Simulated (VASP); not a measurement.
A run of VASP 6.6.1:

Contents of INCAR:

```
ALGO = Normal
EDIFF = 1E-7
EDIFFG = -0.01
ENCUT = 600
GGA = RE
IBRION = 2
ISIF = 3
ISMEAR = -1
LASPH = True
LCHARG = False
LREAL = False
LWAVE = False
NELM = 100
NSW = 80
PREC = Accurate
SIGMA = 0.1
```

KPOINTS

```
k-points
0
Gamma
  15 15 15
```

POSCAR

```
Ru
1.0
   -1.5020265709      1.5020265709      1.5020265709
    1.5020265709     -1.5020265709      1.5020265709
    1.5020265709      1.5020265709     -1.5020265709
Ru
1
Direct
    0.0000000000      0.0000000000      0.0000000000
```

Potentials or basis: VASP PAW PBE potentials, release 64 (Ru_pv).

Command:

```sh
$ cat potpaw_PBE.64/Ru_pv/POTCAR > POTCAR
$ mpirun -np 1 vasp_std > vasp.out
```

Hardware: 1 thread of AMD EPYC 9R45 96-Core Processor (Zen 5), on a shared host.

How long does it take, and how much memory?

Wall time 42 s on 1 thread of AMD EPYC 9R45 96-Core Processor (Zen 5), on a shared host, peak memory 0.13 GiB. Counts: scf iterations 38, k points 120, ion steps 4.
